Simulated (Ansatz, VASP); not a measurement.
**Sn2Sb2Te: VASP beside Ansatz**

File INCAR:

```
SYSTEM = Sn2Sb2Te
PREC = Accurate
ENCUT = 600
EDIFF = 1E-7
ISMEAR = 0
SIGMA = 0.1
LREAL = .False.
LASPH = .True.
NELM = 100
ALGO = Normal
ISIF = 3
LWAVE = .False.
LCHARG = .False.
GGA = PE
IBRION = 2
NSW = 90
EDIFFG = -0.04
```

File KPOINTS:

```
regular mesh
0
Gamma
  3 3 4
  0 0 0
```

POSCAR

```
Sn2Sb2Te
1.0
    5.8205785100      0.0000000000      0.0000000000
   -2.9102892500      5.0407688500      0.0000000000
    0.0000000000      0.0000000000      5.2633189500
Sn Sb Te
2 2 1
Direct
    0.3333333300      0.6666666700      0.5000000000
    0.6666666700      0.3333333300      0.5000000000
    0.3333333300      0.6666666700      0.0000000000
    0.6666666700      0.3333333300      0.0000000000
    0.0000000000      0.0000000000      0.5000000000
```

Input for Ansatz:

```yaml
crystal:
  lattice:
    - [5.82057851, 0.0, 0.0]
    - [-2.91028925, 5.04076885, 0.0]
    - [0.0, 0.0, 5.26331895]
  atoms:
    - { symbol: Sn, position: [0.33333333, 0.66666667, 0.5] }
    - { symbol: Sn, position: [0.66666667, 0.33333333, 0.5] }
    - { symbol: Sb, position: [0.33333333, 0.66666667, 0.0] }
    - { symbol: Sb, position: [0.66666667, 0.33333333, 0.0] }
    - { symbol: Te, position: [0.0, 0.0, 0.5] }
basis:
  ecutwfc: 420
kpoints:
  mp_grid: { grid: [3, 3, 4] }
hamiltonian:
  xc: pbe
scf:
  occupations: { method: gaussian, width: 0.1 }
  lower_state_search: "off"
output:
  forces: true
  stress: true
  eigenvalues: true
relax:
  adjacent_minimum: "off"
  f_tol: 0.04
  max_steps: 70
  cell: { stress_tol: 0.4 }
```

Alike in both runs: task relaxation of cell and atoms; functional PBE; k mesh 3 × 3 × 4; occupations gaussian, width 0.1 eV; no spin polarisation.

|  | VASP | Ansatz |
| --- | --- | --- |
| version | VASP 6.6.1 | Ansatz 0.2.0 |
| potentials or method | VASP PAW PBE potentials, release 64 (Sn_d, Sb, Te), cutoff 600 eV | scalar-relativistic, plane waves, PAW |
| valence electrons in the cell | 44 | 74 |

Ansatz gave:

| Item | Value |
| --- | --- |
| gap on the k mesh at the Fermi level, each at its own relaxed structure (eV) | none |
| relaxed volume (Å³/atom) | 33.38 |
| relaxed length of the cell vector where the two differ most in proportion (Å) | 6.305 |

Question: Estimate VASP's values.

Answer: gap on the k mesh at the Fermi level, each at its own relaxed structure (eV): none; relaxed volume (Å³/atom): 33.44; relaxed length of the cell vector where the two differ most in proportion (Å): 6.320.

A gap of «none» marks a metal or a gap that the smearing closes. VASP's potentials hold 44 valence electrons a cell and Ansatz's 74, so a difference there can come from the potentials and not from the codes.

The k mesh is coarse, so the values compare programs but aren't converged. Spin-orbit coupling is off throughout.
